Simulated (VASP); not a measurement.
Input of a VASP 6.6.1 run:

The input INCAR:

```
SYSTEM = MnS
  ALGO = Normal
  EDIFF = 1E-7
  ENCUT = 520
  GGA = PS
  ISIF = 2
  ISMEAR = 1
  ISPIN = 2
  LASPH = .True.
  LCHARG = .False.
  LDAU = .True.
  LDAUJ = 0.9 0
  LDAUL = 2 -1
  LDAUPRINT = 1
  LDAUTYPE = 1
  LDAUU = 2.9 0
  LMAXMIX = 4
  LORBIT = 11
  LREAL = .False.
  LWAVE = .False.
  MAGMOM = 5.2 0
  NBANDS = 20
  NELM = 150
  PREC = Accurate
  SIGMA = 0.1
```

File KPOINTS:

```
k-points
0
Gamma
  7 6 7
  0 0 0
```

The input POSCAR:

```
MnS
1.0
    3.0145575800      0.0539997007     -0.0023238602
    0.0539997007      3.0647609744      0.0029749418
   -0.0023238602      0.0029749418      3.0390382456
Mn S
1 1
Direct
    0.4919700000      0.4549900000      0.4945000000
    0.9918500000      0.0275700000      0.0065200000
```

Potentials or basis: VASP PAW PBE potentials, release 64 (Mn_pv, S).

The run is started by

```console
$ cat potpaw_PBE.64/Mn_pv/POTCAR potpaw_PBE.64/S/POTCAR > POTCAR
$ mpirun -np 1 vasp_std > vasp.out
```

Problem. Estimate the pressure.

Solution. 11.6 GPa.

Problem. What does it give for the site moments?

Solution. Mn +4.04; S -0.01 μB.

Forces in eV/Å, atoms in the order of the input:
```
Mn  -0.116  0.400  0.082
S    0.116 -0.400 -0.082
```

Caveat: the cell stands under pressure; the PAW data sets were made with another functional, which shifts forces and pressure a little; a cell with one magnetic atom can't hold antiferromagnetic order, which such compounds often take. The state reached can hang on the start; a lower one may exist.
